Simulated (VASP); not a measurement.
Sc, 1 atom in the cell. The structure is cubic, space group Fm-3m (No. 225). Conventional cell: a = 4.429 Å, b = 4.429 Å, c = 4.429 Å, α = 90.00°, β = 90.00°, γ = 90.00°. Sc (site symmetry m-3m) has 12 Sc at 3.13 Å within 4.1 Å. This isn't the form of Sc at room conditions, which is hcp.

```yaml
Program: VASP 6.6.1
Task: single point
Functional: PBE
Potentials_or_basis: VASP PAW PBE potentials, release 64 (Sc_sv)
Cutoff: 520 eV
k_mesh: 13 × 13 × 13
Occupations: fermi-dirac, width 0.05 eV
Spin: collinear spin
Starting_moments: "[1.0] μB"
Dipole_correction: no
Further_INCAR_settings: ALGO = Normal; EDIFF = 1e-06; NBANDS = 16
```

Potentials or basis: VASP PAW PBE potentials, release 64 (Sc_sv).

Run with:

```bash
$ cat potpaw_PBE.64/Sc_sv/POTCAR > POTCAR
$ mpirun -np 1 vasp_std > vasp.out
```

Hardware: 1 thread of Intel(R) Xeon(R) Platinum 8488C (Sapphire Rapids), on a shared host.

Problem. Estimate the wall time of this run.

Solution. Wall time 22 s on 1 thread of Intel(R) Xeon(R) Platinum 8488C (Sapphire Rapids), with other jobs on the host, peak memory 0.17 GiB. Counts: scf iterations 13, k points 84.
